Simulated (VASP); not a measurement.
# Ta (Im-3m) in VASP: notebook

Ta is run at these levels: PBEsol; tasks: single point, relaxation of volume and atoms at fixed shape.

All numbers are computed with VASP 6.6.1; they aren't measurements. Logs are shortened: lines on timing, memory, paths and dates and some standing lists are left out, and cuts for length are marked.

### 1 The cell of the first run

It takes space group Im-3m (No. 229, cubic). The conventional cell has a = 3.281 Å, b = 3.281 Å, c = 3.281 Å, α = 90.00°, β = 90.00°, γ = 90.00°. Within 3.7 Å of Ta (site symmetry m-3m) lie 14 Ta at 2.84 to 3.28 Å.

### 2 Single point, PBEsol

INCAR

```
SYSTEM = Ta
PREC = Accurate
ENCUT = 520
EDIFF = 1E-6
ISMEAR = 0
SIGMA = 0.05
LREAL = .FALSE.
LASPH = .TRUE.
NELM = 60
ALGO = Normal
ISIF = 2
LWAVE = .FALSE.
LCHARG = .TRUE.
GGA = PS
LELF = .TRUE.
LVHAR = .TRUE.
NBANDS = 12
```

KPOINTS

```
regular mesh
0
G
  17 17 17
  0 0 0
```

POSCAR

```
Ta
1.0
    2.8416722051     -0.0000000157     -0.0000000273
   -0.9472240535      2.6791542534     -0.0000000273
   -0.9472240535     -1.3395770874      2.3202156668
Ta
1
Direct
    0.0000000000      0.0000000000      0.0000000000
```

Potentials or basis: VASP PAW PBE potentials, release 64 (Ta_pv).

The run is started by

```console
cat potpaw_PBE.64/Ta_pv/POTCAR > POTCAR
mpirun -np 1 vasp_std > vasp.out
```

OUTCAR:

```text
SYSTEM = Ta
   PREC = Accurate
   ENCUT = 520
   EDIFF = 1E-6
   ISMEAR = 0
   LREAL = .FALSE.
   LASPH = .TRUE.
   NELM = 60
   ISIF = 2
   GGA = PS

 ion  position               nearest neighbor table
   1  0.000  0.000  0.000-

  LATTYP: Found a body centered cubic cell.
 ALAT       =     3.2812804251

  Lattice vectors:

 A1 = (   2.8416722051,  -0.0000000157,  -0.0000000273)
 A2 = (  -0.9472240535,   2.6791542534,  -0.0000000273)
 A3 = (  -0.9472240535,  -1.3395770874,   2.3202156668)

Analysis of symmetry for initial positions (statically):
=====================================================================
 Subroutine PRICEL returns:
 Original cell was already a primitive cell.

 Routine SETGRP: Setting up the symmetry group for a
 body centered cubic supercell.

 Subroutine GETGRP returns: Found 48 space group operations
[... 9 lines left out ...]

 Routine SETGRP: Setting up the symmetry group for a
 body centered cubic supercell.

 Subroutine GETGRP returns: Found 48 space group operations
[... 11 lines left out ...]
                                     Primitive cell

  volume of cell :      17.6644

  direct lattice vectors                    reciprocal lattice vectors
     2.841672205 -0.000000016 -0.000000027     0.351905475  0.124417374  0.215497206
    -0.947224054  2.679154253 -0.000000027     0.000000004  0.373252122  0.215497206
    -0.947224054 -1.339577087  2.320215667     0.000000004  0.000000006  0.430994423

  length of vectors
     2.841672205  2.841672205  2.841672205     0.430994423  0.430994423  0.430994423

  position of ions in fractional coordinates (direct lattice)
     0.000000000  0.000000000  0.000000000

  ion indices of the primitive-cell ions
   primitive index   ion index
                 1           1

----------------------------------------------------------------------------------------

 KPOINTS: regular mesh

Automatic generation of k-mesh.
 Grid dimensions read from file:
 generate k-points for:   17   17   17

 Generating k-lattice:

  Cartesian coordinates                     Fractional coordinates (reciprocal lattice)
     0.020700322  0.007318669  0.012676306     0.058823529  0.000000000 -0.000000000
     0.000000000  0.021956007  0.012676306    -0.000000000  0.058823529  0.000000000
     0.000000000  0.000000000  0.025352613     0.000000000 -0.000000000  0.058823529

  Length of vectors
     0.025352613  0.025352613  0.025352613

  Shift w.r.t. Gamma in fractional coordinates (k-lattice)
     0.000000000  0.000000000  0.000000000

 Subroutine IBZKPT returns following result:
 ===========================================

 Found    165 irreducible k-points:

 Following reciprocal coordinates:
            Coordinates               Weight
  0.000000  0.000000  0.000000      1.000000
  0.058824  0.000000  0.000000     12.000000
  0.117647  0.000000  0.000000     12.000000
  0.176471 -0.000000  0.000000     12.000000
  0.235294  0.000000  0.000000     12.000000
  0.294118 -0.000000  0.000000     12.000000
[... 16 lines left out ...]
  0.411765  0.117647  0.000000     48.000000
  0.176471  0.176471  0.000000     24.000000
 [... further k-points ...]
   k-points           NKPTS =    165   k-points in BZ     NKDIM =    165   number of bands    NBANDS=     12
   number of dos      NEDOS =    301   number of ions     NIONS =      1
   total plane-waves  NPLWV =  13824
   dimension x,y,z NGX =    24 NGY =   24 NGZ =   24
   dimension x,y,z NGXF=    48 NGYF=   48 NGZF=   48
   ions per type =               1
   NGX,Y,Z   is equivalent  to a cutoff of  14.04, 14.04, 14.04 a.u.
   NGXF,Y,Z  is equivalent  to a cutoff of  28.08, 28.08, 28.08 a.u.
 SYSTEM =  Ta
   PREC   = accura    normal or accurate (medium, high low for compatibility)
   ISTART =      0    job   : 0-new  1-cont  2-samecut
   ICHARG =      2    charge: 1-file 2-atom 10-const
   ISPIN  =      1    spin polarized calculation?
   LNONCOLLINEAR =      F non collinear calculations
   LSORBIT =      F    spin-orbit coupling
   LASPH  =      T    aspherical Exc in radial PAW
   ENCUT  =  520.0 eV  38.22 Ry    6.18 a.u.   5.28  5.28  5.28*2*pi/ulx,y,z
   NELM   =     60;   NELMIN=  2; NELMDL= -5     # of ELM steps
   EDIFF  = 0.1E-05   stopping-criterion for ELM
   LREAL  =      F    real-space projection
   EDIFFG = 0.1E-04   stopping-criterion for IOM
   NSW    =      0    number of steps for IOM
   IBRION =     -1    ionic relax: 0-MD 1-quasi-New 2-CG
   NFREE  =      0    steps in history (QN), initial steepest desc. (CG)
   ISIF   =      2    stress and relaxation
   ISYM   =      2    0-nonsym 1-usesym 2-fastsym
   POTIM  = 0.5000    time-step for ionic-motion
   TEBEG  =    0.0;   TEEND  =   0.0 temperature during run
   PSTRESS=    0.0 pullay stress
   NELECT =      11.0000    total number of electrons
   NUPDOWN=      -1.0000    fix difference up-down
   EMIN   =  10.00;   EMAX   =-10.00  energy-range for DOS
   EFERMI =   0.00;   METHOD = LEGACY
   ISMEAR =     0;   SIGMA  =   0.05  broadening in eV -4-tet -1-fermi 0-gaus
   EFERMI_NEDOS =   21; number of points for ismear=-14 and -15
   IALGO  =     38    algorithm
   IMIX   =      4    mixing-type and parameters
     AMIX     =   0.40;   BMIX     =  1.00
     AMIX_MAG =   1.60;   BMIX_MAG =  1.00
  volume/ion in A,a.u.               =      17.66       119.21
  Fermi-wavevector in a.u.,A,eV,Ry     =   1.397995  2.641828 26.591102  1.954391
  Thomas-Fermi vector in A             =   2.521197
   LORBIT       =      0    0 simple, 1 ext, 2 COOP (PROOUT), +10 PAW based schemes
   GGA     = PS    functional components
   LHFCALC =     F    Hartree Fock is set to
   AEXX    =    0.0000 exact exchange contribution
   IVDW    =     0    specifies the selected vdW correction
   LEPSILON=     F    determine dielectric tensor
   LRPA    =     F    only Hartree local field effects (RPA)
 non-spin polarized calculation
 Gauss-broadening in eV      SIGMA  =   0.05
  energy-cutoff  :      520.00
  volume of cell :       17.66
 maximum number of plane-waves:       486
 NGX is ok and might be reduce to    24
   NGX = 11   NGY = 11   NGZ = 11

 number of electron      11.0000002 magnetization

 Free energy of the ion-electron system (eV)
  ---------------------------------------------------
  ext. energy  EPLUGINS =         0.00000000
  ---------------------------------------------------
  free energy    TOTEN  =       -12.55303156 eV

  energy without entropy =      -12.55146631  energy(sigma->0) =      -12.55224893

 E-fermi :   5.4657     XC(G=0): -12.8286

 val. band max:        5.4517565785   @ k =  -0.4706  -0.4706   0.1765
 cond. band min:       5.4773614830   @ k =  -0.3529   0.3529   0.0588
 fundamental gap:      0.0256049045
 Fermi energy:         5.4656730303

 k-point     1 :       0.0000    0.0000    0.0000
  band No.  band energies     occupation
      1     -27.4709      2.00000
      2     -27.4709      2.00000
      3     -27.4709      2.00000
      4      -2.5253      2.00000
      5       6.1970      0.00000
      6       6.1970      0.00000
      7       6.1970      0.00000
      8       9.5373      0.00000
      9       9.5373      0.00000
     10      20.2045      0.00000
     11      20.6117      0.00000
     12      20.6117      0.00000

 k-point     2 :       0.0588    0.0000    0.0000
  band No.  band energies     occupation
      1     -27.5174      2.00000
      2     -27.4851      2.00000
      3     -27.4712      2.00000
      4      -2.3659      2.00000
      5       6.0929      0.00000
      6       6.1677      0.00000
      7       6.3530      0.00000
      8       9.3659      0.00000
      9       9.5372      0.00000
     10      20.2045      0.00000
     11      20.7570      0.00000
     12      20.8898      0.00000

 k-point     3 :       0.1176    0.0000    0.0000
  band No.  band energies     occupation
      1     -27.6490      2.00000
      2     -27.5256      2.00000
      3     -27.4720      2.00000
      4      -1.9072      2.00000
      5       5.8092      0.00000
      6       6.0404      0.00000
      7       6.8156      0.00000
      8       9.0250      0.00000
      9       9.5472      0.00000
     10      20.2037      0.00000
     11      21.1149      0.00000
     12      21.6931      0.00000

 k-point     4 :       0.1765   -0.0000    0.0000
  band No.  band energies     occupation
      1     -27.8434      2.00000
      2     -27.5863      2.00000
      3     -27.4732      2.00000
      4      -1.2102      2.00000
      5       5.4142      1.85448
      6       5.7613      0.00000
      7       7.5685      0.00000
      8       8.8271      0.00000
      9       9.5912      0.00000
     10      20.2024      0.00000
     11      21.3830      0.00000
     12      22.9453      0.00000

 k-point     5 :       0.2353    0.0000    0.0000
  band No.  band energies     occupation
      1     -28.0706      2.00000
      2     -27.6587      2.00000
      3     -27.4747      2.00000
      4      -0.3915      2.00000
      5       4.9830      2.00000
      6       5.4319      1.66030
      7       8.5821      0.00000
      8       8.8939      0.00000
      9       9.6929      0.00000
     10      20.1986      0.00000
     11      21.0441      0.00000
     12      22.8496      0.00000

 k-point     6 :       0.2941   -0.0000    0.0000
  band No.  band energies     occupation
      1     -28.2981      2.00000
      2     -27.7326      2.00000
      3     -27.4763      2.00000
      4       0.3559      2.00000
      5       4.5774      2.00000
      6       5.3235      1.99994
      7       9.1319      0.00000
      8       9.8073      0.00000
      9       9.8623      0.00000
     10      20.0840      0.00000
     11      20.1829      0.00000
     12      21.4163      0.00000

 k-point     7 :       0.3529    0.0000    0.0000
  band No.  band energies     occupation
      1     -28.4964      2.00000
      2     -27.7982      2.00000
      3     -27.4778      2.00000
      4       0.8201      2.00000
      5       4.2415      2.00000
      6       5.6720      0.00000
      7       9.3870      0.00000
      8      10.0848      0.00000
      9      11.1570      0.00000
     10      18.9925      0.00000
     11      19.6851      0.00000
     12      20.2751      0.00000

 k-point     8 :       0.4118    0.0000    0.0000
  band No.  band energies     occupation
      1     -28.6421      2.00000
      2     -27.8471      2.00000
      3     -27.4789      2.00000
      4       0.9805      2.00000
      5       4.0037      2.00000
      6       6.4028      0.00000
      7       9.5086      0.00000
      8      10.3111      0.00000
      9      12.4570      0.00000
     10      18.1016      0.00000
     11      18.3741      0.00000
     12      20.2298      0.00000
[... 166 lines left out ...]
 k-point    20 :       0.2353    0.1176    0.0000
  band No.  band energies     occupation
      1     -28.3197      2.00000
      2     -27.7517      2.00000
      3     -27.5326      2.00000
      4       0.7681      2.00000
      5       4.5521      2.00000
      6       4.9587      2.00000
      7       8.7266      0.00000
      8      10.2247      0.00000
      9      10.4470      0.00000
     10      20.0095      0.00000
     11      20.2666      0.00000
     12      21.8048      0.00000

 k-point    21 :       0.2941    0.1176    0.0000
  band No.  band energies     occupation
      1     -28.4835      2.00000
      2     -27.8329      2.00000
      3     -27.5367      2.00000
      4       1.2680      2.00000
      5       4.2627      2.00000
      6       5.1992      2.00000
      7       9.0427      0.00000
      8      10.3577      0.00000
      9      11.7974      0.00000
     10      18.8342      0.00000
     11      20.1492      0.00000
     12      20.3968      0.00000

 k-point    22 :       0.3529    0.1176    0.0000
  band No.  band energies     occupation
      1     -28.6036      2.00000
      2     -27.8946      2.00000
      3     -27.5392      2.00000
      4       1.4392      2.00000
      5       4.0672      2.00000
      6       5.8002      0.00000
      7       9.2648      0.00000
      8      10.5126      0.00000
      9      13.0777      0.00000
     10      17.7064      0.00000
     11      19.1153      0.00000
     12      20.2260      0.00000

 k-point    23 :       0.4118    0.1176    0.0000
  band No.  band energies     occupation
      1     -28.6669      2.00000
      2     -27.9278      2.00000
      3     -27.5405      2.00000
      4       1.4569      2.00000
      5       3.9673      2.00000
      6       6.3448      0.00000
      7       9.2593      0.00000
      8      10.7239      0.00000
      9      13.9452      0.00000
     10      16.8780      0.00000
     11      18.5418      0.00000
     12      20.2210      0.00000

 k-point    24 :       0.1765    0.1765    0.0000
  band No.  band energies     occupation
      1     -28.2854      2.00000
      2     -27.7408      2.00000
      3     -27.5553      2.00000
      4       0.7929      2.00000
      5       4.5748      2.00000
      6       4.8560      2.00000
      7       8.5528      0.00000
      8      10.2573      0.00000
      9      10.4252      0.00000
     10      20.1270      0.00000
     11      20.4285      0.00000
     12      22.4906      0.00000

 [... further k-points ...]
[... 5 lines left out ...]
  --------------------------------------------------------------------------------------
  -------------------------------------------------------------------------------------
  Total        0.0200554      0.0200554      0.0200554      0.0000000     -0.0000000      0.0000000
  in kB        1.8190345      1.8190345      1.8190345      0.0000000     -0.0000000      0.0000000
  external PRESSURE =       1.8190345 kB  Pullay stress =       0.0000000 kB

 VOLUME and BASIS-vectors are now :
 -----------------------------------------------------------------------------
  energy-cutoff  :      520.00
  volume of cell :       17.66
      direct lattice vectors                 reciprocal lattice vectors
     2.841672205 -0.000000016 -0.000000027     0.351905475  0.124417374  0.215497206
    -0.947224054  2.679154253 -0.000000027     0.000000004  0.373252122  0.215497206
    -0.947224054 -1.339577087  2.320215667     0.000000004  0.000000006  0.430994423

 POSITION                                       TOTAL-FORCE (eV/Angst)
 -----------------------------------------------------------------------------------
      0.00000      0.00000      0.00000         0.000000      0.000000      0.000000
 -----------------------------------------------------------------------------------
    total drift:                                0.000000      0.000000      0.000000

  FREE ENERGIE OF THE ION-ELECTRON SYSTEM (eV)
  ---------------------------------------------------
  free  energy   TOTEN  =       -12.5530315625 eV

  energy  without entropy=      -12.5514663052  energy(sigma->0) =      -12.55224893
```

It took 8.9 s on 1 thread of Intel Xeon 6975P-C (Granite Rapids), shared host; peak memory 0.16 GiB.

What came out:

- Free energy: -12.5530 eV
- Pressure: 0.2 GPa

Caveat: the PAW data sets were made with another functional, which shifts forces and pressure a little; spin-orbit coupling is left out, which moves the levels of the heavy elements.

### 3 Relaxation of volume and atoms at fixed shape, PBEsol

This run uses another cell than the first one, of 18.01 Å³/atom, 1.020 times its volume.

INCAR

```
ALGO     = Normal         # electronic algorithm
EDIFF    = 1E-7           # SCF threshold, eV
EDIFFG   = -0.01          # ionic threshold
ENCUT    = 600            # plane-wave cutoff, eV
GGA      = PS             # functional
IBRION   = 2              # ionic algorithm
ISIF     = 8              # what is computed and relaxed
ISMEAR   = 0              # smearing method
LASPH    = T              # aspherical terms in the spheres
LCHARG   = F              # write CHGCAR
LREAL    = F              # projectors in reciprocal space
LWAVE    = F              # write WAVECAR
NELM     = 80             # most SCF steps
NSW      = 60             # ionic steps
PREC     = Accurate       # precision mode
SIGMA    = 0.05           # smearing width, eV
```

KPOINTS

```
k-points
0
Gamma
  17 17 17
```

POSCAR

```
Ta
1.0
    2.8601010224     -0.0000000158     -0.0000000274
   -0.9533669925      2.6965291090     -0.0000000274
   -0.9533669925     -1.3482645149      2.3352627333
Ta
1
Direct
    0.0000000000      0.0000000000      0.0000000000
```

Potentials or basis: VASP PAW PBE potentials, release 64 (Ta_pv).

The run is started by

```console
cat potpaw_PBE.64/Ta_pv/POTCAR > POTCAR
mpirun -np 1 vasp_std > vasp.out
```

It took 17 s on 1 thread of Intel Xeon 6975P-C (Granite Rapids), shared host; peak memory 0.17 GiB.

The run converged. Its results:

```yaml
Free_energy: -12.5533 eV
Relaxed_volume: 17.68 Å³/atom
Relaxed_cell: a = 2.843 Å, b = 2.843 Å, c = 2.843 Å, α = 109.47°, β = 109.47°, γ = 109.47°
Space_group_after_relaxing_to_0.05_Å: Im-3m (No. 229)
Energy_gained_by_relaxing: 4.0 meV/atom
Ionic_steps: 3
Pressure_after_relaxing: 0.0 GPa
```

The path:
| step | energy change (eV) | largest force (eV/Å) | pressure (GPa) | volume (Å³) |
| --- | --- | --- | --- | --- |
| 1 | 0.0000 | 0.0000 | -3.80 | 18.01 |
| 2 | 0.0193 | 0.0000 | 10.22 | 16.92 |
| 3 | -0.0040 | 0.0000 | -0.04 | 17.68 |

Final structure:
```yaml
crystal:
  lattice:
    - [2.84276, 0.00000, 0.00000]
    - [-0.94759, 2.68018, 0.00000]
    - [-0.94759, -1.34009, 2.32110]
  atoms:
    - { symbol: Ta, position: [0.00000, 0.00000, 0.00000] }
```

Levels at points of the mesh, in eV from the Fermi level:
```
           k point  band 4  band 5  band 6  band 7  band 8  band 9
(0.00, 0.00, 0.00)   -7.99    0.73    0.73    0.73    4.07    4.07
```

Caveat: the PAW data sets were made with another functional, which shifts forces and pressure a little; spin-orbit coupling is left out, which moves the levels of the heavy elements.
